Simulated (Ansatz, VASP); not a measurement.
One calculation of Cs2AgBiBr6, two programs

File INCAR:

```
SYSTEM = Cs2AgBiBr6
PREC = Accurate
ENCUT = 520
EDIFF = 1E-6
ISMEAR = 1
SIGMA = 0.0306
LREAL = .False.
LASPH = .True.
NELM = 60
ALGO = Normal
ISIF = 2
LWAVE = .False.
LCHARG = .True.
GGA = PE
LELF = .True.
LVHAR = .True.
NBANDS = 54
```

File KPOINTS:

```
regular mesh
0
Gamma
  4 4 4
  0 0 0
```

Contents of POSCAR:

```
Cs2AgBiBr6
1.0
    0.0000000000      5.6098960000      5.6098960000
    5.6098960000      0.0000000000      5.6098960000
    5.6098960000      5.6098960000      0.0000000000
Bi Ag Cs Br
1 1 2 6
Direct
    0.0000000000      0.0000000000      0.0000000000
    0.5000000000      0.5000000000      0.5000000000
    0.2500000000      0.2500000000      0.2500000000
    0.7500000000      0.7500000000      0.7500000000
    0.2505500000      0.7494500000      0.2505500000
    0.2505500000      0.7494500000      0.7494500000
    0.7494500000      0.2505500000      0.7494500000
    0.7494500000      0.2505500000      0.2505500000
    0.2505500000      0.2505500000      0.7494500000
    0.7494500000      0.7494500000      0.2505500000
```

Input for Ansatz:

```yaml
crystal:
  lattice:
    - [0.0, 5.609896, 5.609896]
    - [5.609896, 0.0, 5.609896]
    - [5.609896, 5.609896, 0.0]
  atoms:
    - { symbol: Bi, position: [0.0, 0.0, 0.0] }
    - { symbol: Ag, position: [0.5, 0.5, 0.5] }
    - { symbol: Cs, position: [0.25, 0.25, 0.25] }
    - { symbol: Cs, position: [0.75, 0.75, 0.75] }
    - { symbol: Br, position: [0.25055, 0.74945, 0.25055] }
    - { symbol: Br, position: [0.25055, 0.74945, 0.74945] }
    - { symbol: Br, position: [0.74945, 0.25055, 0.74945] }
    - { symbol: Br, position: [0.74945, 0.25055, 0.25055] }
    - { symbol: Br, position: [0.25055, 0.25055, 0.74945] }
    - { symbol: Br, position: [0.74945, 0.74945, 0.25055] }
  symmetry: { tolerance: 0.0003 }
kpoints:
  mp_grid: { grid: [4, 4, 4], shift: [0, 0, 0] }
  band_path:
    path:
      - [0.0, 0.0, 0.0]
      - [0.5, 0.0, 0.5]
      - [0.625, 0.25, 0.625]
      - [0.375, 0.375, 0.75]
      - [0.0, 0.0, 0.0]
      - [0.5, 0.5, 0.5]
      - [0.5, 0.25, 0.75]
      - [0.5, 0.0, 0.5]
    npoints: 8
magnetization:
  spin_polarized: false
scf:
  occupations: { method: methfessel_paxton, width: 0.0306 }
  lower_state_search: "off"
  max_iter: 200
hamiltonian:
  pseudopotentials: { kind: paw }
  xc: pbe
basis:
  ecutwfc: 420
  fft_grid_basis: typed
output:
  forces: true
  stress: true
  eigenvalues: true
  bader: true
  populations: true
  elf: true
  write_potential: true
  volumetric_format: npy
  dos:
    e_range: [-12, 8]
    de: 0.05
    projected: { site_lists: { Ag: [Ag], Bi: [Bi], Br: [Br], Cs: [Cs] } }
checkpoint:
  read: saved_state
```

Alike in both runs: task single point; functional PBE; k mesh 4 × 4 × 4; occupations methfessel-paxton of order 1, width 0.0306 eV; no spin polarisation.

|  | VASP | Ansatz |
| --- | --- | --- |
| version | VASP 6.6.1 | Ansatz 0.2.0 |
| potentials or method | VASP PAW PBE potentials, release 64 (Bi_d, Ag, Cs_sv, Br), cutoff 520 eV | PAW plane waves |
| valence electrons in the cell | 86 | 94 |

Ansatz gave:

```
gap on the k mesh at the Fermi level (eV) : 1.26
pressure (GPa)                            : 2.0
rms of the force components (eV/Å)        : 0.135
```

Q: What did VASP give for the same quantities?

A: gap on the k mesh at the Fermi level (eV): 1.26; pressure (GPa): 2.0; rms of the force components (eV/Å): 0.137.

Atom by atom the forces differ by 0.002 eV/Å (rms over components). With one functional, cell and mesh, what is left measures potentials, basis and numerics. VASP's potentials hold 86 valence electrons a cell and Ansatz's 94, so a difference there can come from the potentials and not from the codes.

Spin-orbit coupling is off throughout.
